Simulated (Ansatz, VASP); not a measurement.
**Mg in VASP and in Ansatz**

```
CELL_PARAMETERS angstrom
3.46601 0.00000 0.00000
-1.73301 3.00166 0.00000
0.00000 0.00000 5.21033
ATOMIC_POSITIONS crystal
Mg 0.33333 0.66667 0.25000
Mg 0.66667 0.33333 0.75000
```

Change from the starting cell: strain +0.080 along x and y, +0.000 along z, atoms carried along.

Alike in both runs: task single point; functional LDA; k mesh 18 × 18 × 10; occupations gaussian, width 0.15 eV; no spin polarisation.

|  | VASP | Ansatz |
| --- | --- | --- |
| version | VASP 6.6.1 | Ansatz 0.2.0 |
| potentials or method | VASP PAW LDA potentials, release 64 (Mg), cutoff 520 eV | scalar-relativistic, plane waves, PAW |
| valence electrons in the cell | 4 | 20 |

VASP gave:

* gap on the k mesh at the Fermi level (eV): none
* pressure (GPa): -5.7
* traceless stress, the component that is largest in VASP (GPa): 1.12

Which values does Ansatz return?

gap on the k mesh at the Fermi level (eV): none; pressure (GPa): -5.5; traceless stress, the component that is largest in VASP (GPa): 1.13.

LDA's correlation is that of Perdew and Zunger in VASP and of Perdew and Wang (1992) in Ansatz. A gap of «none» marks a metal or a gap that the smearing closes. VASP's potentials hold 4 valence electrons a cell and Ansatz's 20, so a difference there can come from the potentials and not from the codes.
